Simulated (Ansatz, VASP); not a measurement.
Two plane-wave programs on GdN

The input INCAR:

```
  PREC = Accurate
  ENCUT = 520
  EDIFF = 1E-6
  ISMEAR = 0
  SIGMA = 0.05
  LREAL = False
  LASPH = True
  NELM = 150
  ALGO = Normal
  ISIF = 2
  LWAVE = False
  LCHARG = False
  ISPIN = 2
  MAGMOM = 7.54 0
  LORBIT = 11
  LMAXMIX = 6
  GGA = PE
  NBANDS = 22
```

File KPOINTS:

```
Automatic mesh
0
Gamma
  12 12 12
```

Contents of POSCAR:

```
GdN
1.0
    0.0000000000      2.4591078123      2.4591078123
    2.4591078123      0.0000000000      2.4591078123
    2.4591078123      2.4591078123      0.0000000000
Gd N
1 1
Direct
    0.5000000000      0.5000000000      0.5000000000
    0.0000000000      0.0000000000      0.0000000000
```

Input for Ansatz:

```yaml
crystal:
  lattice:
    - [0.0, 2.4591078142, 2.4591078142]
    - [2.4591078142, 0.0, 2.4591078142]
    - [2.4591078142, 2.4591078142, 0.0]
  atoms:
    - { symbol: Gd, position: [0.5, 0.5, 0.5], spin: 7.54 }
    - { symbol: "N", position: [0.0, 0.0, 0.0] }
basis:
  ecutwfc: 420
  ecutrho_ratio: 4
kpoints:
  mp_grid: { grid: [12, 12, 12] }
hamiltonian:
  xc: pbe
scf:
  occupations: { method: gaussian, width: 0.05 }
output:
  forces: true
  stress: true
  eigenvalues: true
  populations: true
magnetization:
  spin_polarized: true
```

Alike in both runs: task single point; functional PBE; k mesh 12 × 12 × 12; occupations gaussian, width 0.05 eV; collinear spin.

|  | VASP | Ansatz |
| --- | --- | --- |
| version | VASP 6.6.1 | Ansatz 0.2.0 |
| potentials or method | VASP PAW PBE potentials, release 64 (Gd, N), cutoff 520 eV | scalar-relativistic, plane waves, PAW |
| valence electrons in the cell | 23 | 23 |

|  | VASP | Ansatz | Ansatz less VASP |
| --- | --- | --- | --- |
| gap on the k mesh at the Fermi level (eV) | none | none | - |
| pressure (GPa) | 6.5 | 6.3 | -0.17 |
| net moment per atom (μB) | 3.50 | 3.50 | 0.000 |
| size of the moment on the site where the two differ most (μB) | 6.80 | 6.85 | +0.049 |

Site moments also hang on the region over which each program counts them. A gap of «none» marks a metal or a gap that the smearing closes. The functional is the same, so the differences come from potentials, cutoffs and numerics.

Spin-orbit coupling is off throughout.
